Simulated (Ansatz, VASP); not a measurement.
**Ti in VASP and in Ansatz**

Contents of POSCAR:

```
Ti
1.0
    0.0000000000      2.0300000000      1.9285000000
    2.0300000000      0.0000000000      1.9285000000
    2.0300000000      2.0300000000      0.0000000000
Ti
1
Direct
    0.0000000000      0.0000000000      0.0000000000
```

INCAR.step1

```
PREC = Accurate
ENCUT = 520
ISMEAR = 0
SIGMA = 0.15
LREAL = F
LASPH = T
NELM = 60
NBANDS = 12
GGA = PE
ALGO = Normal
EDIFF = 1E-4
LWAVE = T
LCHARG = F
```

INCAR.step2

```
PREC = Accurate
ENCUT = 520
EDIFF = 1E-6
ISMEAR = 0
SIGMA = 0.15
LREAL = F
LASPH = T
NELM = 60
ALGO = Normal
ISIF = 2
LWAVE = F
LCHARG = T
METAGGA = R2SCAN
LMIXTAU = T
LELF = T
LVHAR = T
NBANDS = 12
ISTART = 1
```

The input KPOINTS:

```
regular mesh
0
Gamma
  20 20 20
```

Input for Ansatz:

```yaml
crystal:
  lattice:
    - [0.0, 2.03, 1.9285]
    - [2.03, 0.0, 1.9285]
    - [2.03, 2.03, 0.0]
  atoms:
    - { symbol: Ti, position: [0.0, 0.0, 0.0] }
basis:
  ecutwfc: 500
kpoints:
  mp_grid: { grid: [20, 20, 20] }
hamiltonian:
  xc: r2scan
scf:
  occupations: { method: gaussian, width: 0.15 }
output:
  forces: true
  stress: true
  eigenvalues: true
```

Change from the starting cell: strain +0.000 along x and y, -0.050 along z, atoms carried along.

Alike in both runs: task single point; functional r2SCAN; k mesh 20 × 20 × 20; occupations gaussian, width 0.15 eV; no spin polarisation.

|  | VASP | Ansatz |
| --- | --- | --- |
| version | VASP 6.6.1 | Ansatz 0.2.0 |
| potentials or method | VASP PAW PBE potentials, release 64 (Ti_sv), cutoff 520 eV | scalar-relativistic, plane waves, PAW |
| valence electrons in the cell | 12 | 12 |

|  | VASP | Ansatz | Ansatz less VASP |
| --- | --- | --- | --- |
| gap on the k mesh at the Fermi level (eV) | none | none | - |
| pressure (GPa) | 11.8 | 11.3 | -0.44 |
| traceless stress, the component that is largest in VASP (GPa) | 1.06 | 1.05 | -0.016 |

VASP's potentials were made for PBE, not for r2SCAN. A gap of «none» marks a metal or a gap that the smearing closes.
